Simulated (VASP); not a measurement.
Wanted: the native input for a VASP 6.6.1 run.

```
Task                   : single point
Functional             : r2SCAN
Potentials or basis    : VASP PAW PBE potentials, release 64 (Ga_d, Sb)
Cutoff                 : 550 eV
k mesh                 : 10 × 10 × 10
Occupations            : gaussian, width 0.01 eV
Spin                   : non-collinear spin, zero start, spin-orbit coupling
Starting moments       : [[0.0, 0.0, 0.0], [0.0, 0.0, 0.0]] μB
Dipole correction      : no
Further INCAR settings : ALGO = Normal; EDIFF = 1e-06; NBANDS = 30
```

The system is GaSb.

```
CELL_PARAMETERS angstrom
0.00000 3.04795 3.04795
3.04795 0.00000 3.04795
3.04795 3.04795 0.00000
ATOMIC_POSITIONS crystal
Ga 0.00000 0.00000 0.00000
Sb 0.25000 0.25000 0.25000
```

One way to write it, as run:

POSCAR

```
GaSb
1.0
    0.0000000000      3.0479500000      3.0479500000
    3.0479500000      0.0000000000      3.0479500000
    3.0479500000      3.0479500000      0.0000000000
Ga Sb
1 1
Direct
    0.0000000000      0.0000000000      0.0000000000
    0.2500000000      0.2500000000      0.2500000000
```

INCAR.step1

```
ALGO = Normal
EDIFF = 1E-5
ENCUT = 550
GGA = PE
GGA_COMPAT = False
ISMEAR = 0
LASPH = True
LCHARG = False
LREAL = False
LSORBIT = True
LWAVE = True
MAGMOM = 0 0 0 0 0 0
NBANDS = 30
NELM = 200
PREC = Accurate
SIGMA = 0.01
```

INCAR.step2

```
ALGO = Normal
EDIFF = 1E-6
ENCUT = 550
GGA_COMPAT = False
ISIF = 2
ISMEAR = 0
ISTART = 1
LASPH = True
LCHARG = False
LMIXTAU = True
LORBIT = 11
LORBMOM = True
LREAL = False
LSORBIT = True
LWAVE = False
MAGMOM = 0 0 0 0 0 0
METAGGA = R2SCAN
NBANDS = 30
NELM = 200
PREC = Accurate
SIGMA = 0.01
```

KPOINTS

```
k-points
0
Gamma
  10 10 10
```

Potentials or basis: VASP PAW PBE potentials, release 64 (Ga_d, Sb).

Run with:

```sh
$ cat potpaw_PBE.64/Ga_d/POTCAR potpaw_PBE.64/Sb/POTCAR > POTCAR
$ cp INCAR.step1 INCAR
$ mpirun -np 1 vasp_ncl > vasp.out
$ cp INCAR.step2 INCAR
$ mpirun -np 1 vasp_ncl > vasp.out
```

Results of the run:

| Item | Value |
| --- | --- |
| Pressure | 1.1 GPa |
| Net moment | 0.00 μB per cell |
| Valence electrons inside the program's atomic spheres | Ga 11.62; Sb 2.50 |

Caveat: the PAW data sets were made with another functional, which shifts forces and pressure a little.

Run time: 14 min on 1 thread of Intel(R) Xeon(R) 6975P-C (Granite Rapids) (shared host), peak memory 0.58 GiB.
